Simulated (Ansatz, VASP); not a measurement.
# CaC2: VASP beside Ansatz

INCAR

```
SYSTEM = CaC2
PREC = Accurate
ENCUT = 520
EDIFF = 1E-6
ISMEAR = 0
SIGMA = 0.05
LREAL = .FALSE.
LASPH = .TRUE.
NELM = 60
ALGO = Normal
ISIF = 2
LWAVE = .FALSE.
LCHARG = .FALSE.
NBANDS = 16
```

File KPOINTS:

```
Automatic mesh
0
G
  9 9 9
  0 0 0
```

The input POSCAR:

```
CaC2
1.0
    2.0945392343      1.2092827907      3.4073459916
   -2.0945392343      1.2092827907      3.4073459916
    0.0000000000     -2.4185655815      3.4073459916
Ca C
1 2
Direct
    0.0000000000      0.0000000000      0.0000000000
    0.5529150000      0.5529150000      0.5529150000
    0.4470850000      0.4470850000      0.4470850000
```

Input for Ansatz:

```yaml
crystal:
  lattice:
    - [2.0945392343, 1.2092827907, 3.4073459916]
    - [-2.0945392343, 1.2092827907, 3.4073459916]
    - [0.0, -2.4185655815, 3.4073459916]
  atoms:
    - { symbol: Ca, position: [0.0, 0.0, 0.0] }
    - { symbol: C, position: [0.552915, 0.552915, 0.552915] }
    - { symbol: C, position: [0.447085, 0.447085, 0.447085] }
basis:
  ecutwfc: 420
kpoints:
  mp_grid: { grid: [9, 9, 9] }
hamiltonian:
  xc: lda
scf:
  occupations: { method: gaussian, width: 0.05 }
output:
  forces: true
  stress: true
  eigenvalues: true
```

Alike in both runs: task single point; functional LDA; k mesh 9 × 9 × 9; occupations gaussian, width 0.05 eV; no spin polarisation.

```csv
,VASP,Ansatz
version,VASP 6.6.1,Ansatz 0.2.0
potentials or method,"VASP PAW LDA potentials, release 64 (Ca_sv, C), cutoff 520 eV","scalar-relativistic, plane waves, PAW"
valence electrons in the cell,18,18
```

|  | VASP | Ansatz | Ansatz less VASP |
| --- | --- | --- | --- |
| gap on the k mesh at the Fermi level (eV) | 2.50 | 2.51 | +0.010 |
| least direct gap on the mesh (eV) | 3.76 | 3.76 | +0.006 |
| pressure (GPa) | 18.9 | 18.1 | -0.75 |
| traceless stress, the component that is largest in VASP (GPa) | 59.51 | 58.36 | -1.150 |
| rms of the force components (eV/Å) | 10.944 | 10.688 | -0.2567 |

LDA's correlation is that of Perdew and Zunger in VASP and of Perdew and Wang (1992) in Ansatz. Atom by atom the forces differ by 0.257 eV/Å (rms over components).
